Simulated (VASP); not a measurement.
# BP2Au3 (P3m1) in VASP: single point with r2SCAN+rVV10

Aim: the single point of BP2Au3 with r2SCAN+rVV10.

All numbers are computed with VASP 6.6.1; they aren't measurements. Logs are shortened: lines on timing, memory, paths and dates and some standing lists are left out, and cuts for length are marked.

**1. The cell of the first run**

It takes space group P3m1 (No. 156, trigonal). The conventional cell has a = 3.771 Å, b = 3.771 Å, c = 9.059 Å, α = 90.00°, β = 90.00°, γ = 120.00°. Within 2.8 Å of B (site symmetry 3m) lie 4 Au at 2.11 to 2.19 Å. Within 3.1 Å of P (site symmetry 3m) lie 4 Au at 2.36 to 2.40 Å. Within 3.2 Å of P (site symmetry 3m) lie 4 Au at 2.39 to 2.40 Å. Au (site symmetry 3m) has 4 P at 2.36 to 2.39 Å within 3.1 Å. Within 2.9 Å of Au (site symmetry 3m) lie 3 B at 2.19 Å and 1 P at 2.40 Å. Au (site symmetry 3m) has 1 B at 2.11 Å and 3 P at 2.40 Å within 2.8 Å.

**2. Single point, r2SCAN+rVV10**

Input file POSCAR:

```
BP2Au3
1.0
    3.7705732806     -0.0000000027      0.0000000000
   -1.8852866380      3.2654122492      0.0000000000
    0.0000000000      0.0000000000      9.0593046110
B P Au
1 2 3
Direct
    0.3333333333      0.6666666667      0.6465138644
    0.0000000000      0.0000000000      0.9900446669
    0.6666666667      0.3333333333      0.3593380898
    0.0000000000      0.0000000000      0.2507722602
    0.6666666667      0.3333333333      0.6242471935
    0.3333333333      0.6666666667      0.8790839252
```

Input file INCAR.step1:

```
SYSTEM = BP2Au3
PREC = Accurate ; ENCUT = 520
ISMEAR = -1 ; SIGMA = 0.03
LREAL = .False. ; LASPH = .True.
NELM = 100 ; NBANDS = 32
GGA = PE ; ALGO = Normal
EDIFF = 1E-4 ; LWAVE = .True.
LCHARG = .False.
```

Input file INCAR.step2:

```
SYSTEM = BP2Au3
PREC = Accurate ; ENCUT = 520
EDIFF = 1E-7 ; ISMEAR = -1
SIGMA = 0.03 ; LREAL = .False.
LASPH = .True. ; NELM = 100
ALGO = Normal ; ISIF = 2
LWAVE = .False. ; LCHARG = .False.
METAGGA = R2SCAN ; LMIXTAU = .True.
LUSE_VDW = .True. ; IVDW_NL = 2
BPARAM = 11.95 ; CPARAM = 0.0093
NBANDS = 32 ; ISTART = 1
```

Input file KPOINTS:

```
regular mesh
0
Gamma
  12 12 4
  0 0 0
```

Potentials or basis: VASP PAW PBE potentials, release 64 (B, P, Au).

Started as:

```
cat potpaw_PBE.64/B/POTCAR potpaw_PBE.64/P/POTCAR potpaw_PBE.64/Au/POTCAR > POTCAR
cp INCAR.step1 INCAR
mpirun -np 1 vasp_std > vasp.out
cp INCAR.step2 INCAR
mpirun -np 1 vasp_std > vasp.out
```

OUTCAR:

```text
SYSTEM = BP2Au3
   PREC = Accurate
   ENCUT = 520
   EDIFF = 1E-7
   ISMEAR = -1
   LREAL = .False.
   LASPH = .True.
   NELM = 100
   ISIF = 2
   METAGGA = R2SCAN
   IVDW_NL = 2
   BPARAM = 11.95
   ISTART = 1

 ion  position               nearest neighbor table
   1  0.333  0.667  0.647-   6 2.11   5 2.19   5 2.19   5 2.19
   2  0.000  0.000  0.990-   4 2.36   6 2.40   6 2.40   6 2.40
   3  0.667  0.333  0.359-   4 2.39   4 2.39   4 2.39   5 2.40
   4  0.000  0.000  0.251-   2 2.36   3 2.39   3 2.39   3 2.39
   5  0.667  0.333  0.624-   1 2.19   1 2.19   1 2.19   3 2.40   6 3.17   6 3.17   6 3.17
   6  0.333  0.667  0.879-   1 2.11   2 2.40   2 2.40   2 2.40   5 3.17   5 3.17   5 3.17

  LATTYP: Found a hexagonal cell.
 ALAT       =     3.7705732806
 C/A-ratio  =     2.4026332170

  Lattice vectors:

 A1 = (   3.7705732806,  -0.0000000027,   0.0000000000)
 A2 = (  -1.8852866380,   3.2654122492,   0.0000000000)
 A3 = (   0.0000000000,   0.0000000000,   9.0593046110)

Analysis of symmetry for initial positions (statically):
=====================================================================
 Subroutine PRICEL returns:
 Original cell was already a primitive cell.

 Routine SETGRP: Setting up the symmetry group for a
 hexagonal supercell.

 Subroutine GETGRP returns: Found  6 space group operations
 (whereof  6 operations were pure point group operations)
 out of a pool of 24 trial point group operations.

The static configuration has the point symmetry C_3v.

Analysis of symmetry for dynamics (positions and initial velocities):
=====================================================================
 Subroutine PRICEL returns:
 Original cell was already a primitive cell.

 Routine SETGRP: Setting up the symmetry group for a
 hexagonal supercell.

 Subroutine GETGRP returns: Found  6 space group operations
 (whereof  6 operations were pure point group operations)
 out of a pool of 24 trial point group operations.

The dynamic configuration has the point symmetry C_3v.

 Subroutine INISYM returns: Found  6 space group operations
 (whereof  6 operations are pure point group operations),
 and found     1 'primitive' translations

[... 100 lines left out ...]
   ENCUT  =  520.0 eV  38.22 Ry    6.18 a.u.   7.01  7.01 16.84*2*pi/ulx,y,z
   NELM   =    100;   NELMIN=  2; NELMDL=  0     # of ELM steps
   EDIFF  = 0.1E-06   stopping-criterion for ELM
   LREAL  =      F    real-space projection
   EDIFFG = 0.1E-05   stopping-criterion for IOM
   NSW    =      0    number of steps for IOM
   IBRION =     -1    ionic relax: 0-MD 1-quasi-New 2-CG
   NFREE  =      0    steps in history (QN), initial steepest desc. (CG)
   ISIF   =      2    stress and relaxation
   ISYM   =      2    0-nonsym 1-usesym 2-fastsym
   POTIM  = 0.5000    time-step for ionic-motion
   TEBEG  =    0.0;   TEEND  =   0.0 temperature during run
   PSTRESS=    0.0 pullay stress
   NELECT =      46.0000    total number of electrons
   NUPDOWN=      -1.0000    fix difference up-down
   EMIN   =  10.00;   EMAX   =-10.00  energy-range for DOS
   EFERMI =   0.00;   METHOD = LEGACY
   ISMEAR =    -1;   SIGMA  =   0.03  broadening in eV -4-tet -1-fermi 0-gaus
   EFERMI_NEDOS =   21; number of points for ismear=-14 and -15
   IALGO  =     38    algorithm
   IMIX   =      4    mixing-type and parameters
     AMIX     =   0.40;   BMIX     =  1.00
     AMIX_MAG =   1.60;   BMIX_MAG =  1.00
  volume/ion in A,a.u.               =      18.59       125.45
  Fermi-wavevector in a.u.,A,eV,Ry     =   1.218561  2.302747 20.203175  1.484891
  Thomas-Fermi vector in A             =   2.353843
   LORBIT       =      0    0 simple, 1 ext, 2 COOP (PROOUT), +10 PAW based schemes
   METAGGA = R2SCAN    functional components
   LHFCALC =     F    Hartree Fock is set to
   AEXX    =    0.0000 exact exchange contribution
   IVDW_NL    =     2    kernel type
   BPARAM     =11.9500
   IVDW    =     0    specifies the selected vdW correction
   LEPSILON=     F    determine dielectric tensor
   LRPA    =     F    only Hartree local field effects (RPA)
 non-spin polarized calculation
  energy-cutoff  :      520.00
  volume of cell :      111.54
 maximum number of plane-waves:      3032
   NGX = 13   NGY = 13   NGZ = 33

 number of electron      45.9999998 magnetization

 Free energy of the ion-electron system (eV)
  ---------------------------------------------------
  ext. energy  EPLUGINS =         0.00000000
  ---------------------------------------------------
  free energy    TOTEN  =      -173.13863165 eV

  energy without entropy =     -173.12634576  energy(sigma->0) =     -173.13248870

 E-fermi :   6.3974     XC(G=0): -11.4487

 val. band max:        6.3934581902   @ k =   0.2500  -0.0000   0.0000
 cond. band min:       6.4038415619   @ k =   0.0833   0.0833   0.5000
 fundamental gap:      0.0103833717
 Fermi energy:         6.3974043805

 k-point     1 :       0.0000    0.0000    0.0000
  band No.  band energies     occupation
      1      -6.7368      2.00000
      2      -5.9743      2.00000
      3      -4.1024      2.00000
      4      -0.9427      2.00000
      5      -0.8277      2.00000
      6      -0.8277      2.00000
[... 829 lines left out ...]
     31      13.1437      0.00000
     32      13.7391      0.00000

 [... further k-points ...]

------------------------ aborting loop because EDIFF is reached ----------------------------------------

  FORCE on cell =-STRESS in cart. coord.  units (eV):
  Direction    XX          YY          ZZ          XY          YZ          ZX
  --------------------------------------------------------------------------------------
  -------------------------------------------------------------------------------------
  Total        0.0730658      0.0730658      0.0856898     -0.0000000      0.0000000      0.0000000
  in kB        1.0495042      1.0495042      1.2308340     -0.0000000      0.0000000      0.0000000
  external PRESSURE =       1.1099475 kB  Pullay stress =       0.0000000 kB

 VOLUME and BASIS-vectors are now :
 -----------------------------------------------------------------------------
  energy-cutoff  :      520.00
  volume of cell :      111.54
      direct lattice vectors                 reciprocal lattice vectors
     3.770573281 -0.000000003  0.000000000     0.265211660  0.153120023  0.000000000
    -1.885286638  3.265412249  0.000000000     0.000000000  0.306240047  0.000000000
     0.000000000  0.000000000  9.059304611     0.000000000  0.000000000  0.110383748

 POSITION                                       TOTAL-FORCE (eV/Angst)
 -----------------------------------------------------------------------------------
      0.00000      2.17694      5.85697         0.000000     -0.000000     -0.027162
      0.00000      0.00000      8.96912        -0.000000      0.000000     -0.003676
      1.88529      1.08847      3.25535        -0.000000      0.000000     -0.004346
      0.00000      0.00000      2.27182        -0.000000      0.000000      0.000911
      1.88529      1.08847      5.65525        -0.000000     -0.000000     -0.025982
      0.00000      2.17694      7.96389        -0.000000      0.000000      0.060255
 -----------------------------------------------------------------------------------
    total drift:                               -0.000000      0.000000      0.000636

  FREE ENERGIE OF THE ION-ELECTRON SYSTEM (eV)
  ---------------------------------------------------
  free  energy   TOTEN  =      -173.1386316451 eV

  energy  without entropy=     -173.1263457633  energy(sigma->0) =     -173.13248870
```

OSZICAR.step1:

```text
N       E                     dE             d eps       ncg     rms          rms(c)
DAV:   1     0.242385127387E+03    0.24239E+03   -0.21808E+04  4416   0.131E+03
DAV:   2    -0.189473808348E+02   -0.26133E+03   -0.24650E+03  4984   0.268E+02
DAV:   3    -0.284039473046E+02   -0.94566E+01   -0.93050E+01  5528   0.483E+01
DAV:   4    -0.285217447779E+02   -0.11780E+00   -0.11772E+00  5064   0.601E+00
DAV:   5    -0.285238691522E+02   -0.21244E-02   -0.21240E-02  5616   0.794E-01    0.210E+01
DAV:   6    -0.245284704108E+02    0.39954E+01   -0.19205E+01  4896   0.332E+01    0.147E+01
DAV:   7    -0.243328992115E+02    0.19557E+00   -0.22056E+00  5136   0.113E+01    0.742E+00
DAV:   8    -0.243048917471E+02    0.28007E-01   -0.47466E-01  5392   0.648E+00    0.295E+00
DAV:   9    -0.242565819051E+02    0.48310E-01   -0.17502E-01  5304   0.408E+00    0.554E-01
DAV:  10    -0.242537849197E+02    0.27970E-02   -0.21482E-02  5024   0.102E+00    0.275E-01
DAV:  11    -0.242538548829E+02   -0.69963E-04   -0.13368E-03  5512   0.187E-01    0.228E-01
DAV:  12    -0.242538546138E+02    0.26908E-06   -0.90387E-05  3352   0.720E-02
   1 F= -.24253855E+02 E0= -.24247236E+02  d E =-.132375E-01
```

Run time: 24 min. Hardware: 1 thread of Intel Xeon 8259CL, shared host; peak memory 0.59 GiB.

Results:

```
Free energy            : -173.1386 eV
Pressure               : 0.1 GPa
Largest force          : 0.060 eV/Å
Band gap on the k mesh : zero (bands 23 and 24 overlap by 4.07 eV)
```

Forces on the atoms (eV/Å):
```
B    0.000  0.000 -0.027
P    0.000  0.000 -0.004
P    0.000  0.000 -0.004
Au   0.000  0.000  0.001
Au   0.000  0.000 -0.026
Au   0.000  0.000  0.060
```

Levels at points of the mesh, in eV from the Fermi level:
| k point | band 20 | band 21 | band 22 | band 23 | band 24 | band 25 | band 26 | band 27 |
| --- | --- | --- | --- | --- | --- | --- | --- | --- |
| (0.00, 0.00, 0.00) | -2.04 | 1.43 | 1.43 | 1.97 | 1.97 | 3.28 | 4.13 | 4.34 |
| (0.50, 0.00, 0.00) | -3.70 | -3.45 | -1.29 | -0.86 | 0.26 | 0.63 | 1.11 | 1.34 |
| (0.00, 0.00, 0.50) | 0.57 | 1.12 | 1.12 | 1.91 | 2.41 | 2.41 | 4.12 | 4.12 |
| (0.50, 0.00, 0.50) | -3.04 | -2.96 | -1.67 | -0.68 | -0.35 | -0.23 | 1.79 | 2.03 |

Caveat: the PAW data sets were made with another functional, which shifts forces and pressure a little; spin-orbit coupling is left out, which moves the levels of the heavy elements.
